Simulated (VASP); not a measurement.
Here is a VASP 6.6.1 calculation.

The input INCAR:

```
  PREC = Accurate
  ENCUT = 520
  EDIFF = 1E-8
  ISMEAR = -1
  SIGMA = 0.05
  LREAL = False
  LASPH = True
  NELM = 100
  ALGO = Normal
  ISIF = 2
  LWAVE = False
  LCHARG = False
  GGA = PS
  LEFG = True
  NBANDS = 18
```

File KPOINTS:

```
regular mesh
0
Gamma
  14 14 14
```

The input POSCAR:

```
CuPd
1.0
    2.9880000000      0.0000000000      0.0000000000
    0.0000000000      2.9880000000      0.0000000000
    0.0000000000      0.0000000000      2.9880000000
Cu Pd
1 1
Direct
    0.0000000000      0.0000000000      0.0000000000
    0.5000000000      0.5000000000      0.5000000000
```

Potentials or basis: VASP PAW PBE potentials, release 64 (Cu, Pd).

The run is started by

```sh
$ cat potpaw_PBE.64/Cu/POTCAR potpaw_PBE.64/Pd/POTCAR > POTCAR
$ mpirun -np 1 vasp_std > vasp.out
```

(1) Estimate the pressure.

## Answers

(1) -4.4 GPa.

Caveat: without QUAD_EFG the Cq values of the log hold for a quadrupole moment of 1 mb, not for the nuclei; the PAW data sets were made with another functional, which shifts forces and pressure a little.
